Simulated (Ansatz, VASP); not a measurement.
**TlBr: VASP beside Ansatz**

```
Tl Br
1.0
     3.91453    0.00000    0.00000
     0.00000    3.91453    0.00000
     0.00000    0.00000    3.91453
Tl Br
1 1
Direct
  0.00000 0.00000 0.00000
  0.50000 0.50000 0.50000
```

Alike in both runs: task single point; functional RPBE; k mesh 6 × 6 × 6; no spin polarisation.

```csv
,VASP,Ansatz
version,VASP 6.6.1,Ansatz 0.2.0
potentials or method,"VASP PAW PBE potentials, release 64 (Tl_d, Br), cutoff 500 eV","all-electron LAPW, scalar-relativistic"
occupations,"gaussian, width 0.01 eV",fixed
```

Ansatz gave:

```
gap on the k mesh at the Fermi level (eV) : 1.86
pressure (GPa)                            : 4.8
```

Problem. Which values does VASP return?

Solution. gap on the k mesh at the Fermi level (eV): 1.86; pressure (GPa): 4.7.

VASP's potentials were made for PBE, not for RPBE. Ansatz ran all-electron here, and VASP with PAW potentials.

Neither program's run includes spin-orbit coupling.
